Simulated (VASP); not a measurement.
Input of a VASP 6.6.1 run:

The input INCAR:

```
PREC = Accurate ; ENCUT = 520
EDIFF = 1E-6 ; ISMEAR = -1
SIGMA = 0.02 ; LREAL = False
LASPH = True ; NELM = 60
ALGO = Normal ; ISIF = 2
LWAVE = False ; LCHARG = False
GGA = PE ; NBANDS = 15
```

Contents of KPOINTS:

```
Automatic mesh
0
Gamma
  6 6 6
```

POSCAR

```
BaTe
1.0
   -0.0151347468      3.8990239194      3.8990239194
    3.8990239194     -0.0151347468      3.8990239194
    3.8990239194      3.8990239194     -0.0151347468
Ba Te
1 1
Direct
   -0.0004189613     -0.0004189613     -0.0004189613
    0.2504189613      0.2504189613      0.2504189613
```

Potentials or basis: VASP PAW PBE potentials, release 64 (Ba_sv, Te).

Command:

```sh
$ cat potpaw_PBE.64/Ba_sv/POTCAR potpaw_PBE.64/Te/POTCAR > POTCAR
$ mpirun -np 1 vasp_std > vasp.out
```

(1) What does it give for the band gap on the k mesh?

(2) Predict the pressure.

Results:

(1) 2.59 eV (least direct gap 2.92 eV).

(2) 0.3 GPa.

Caveat: the cell differs from its parent crystal (strain along [111] -0.6%); spin-orbit coupling is left out, which moves the levels of the heavy elements.
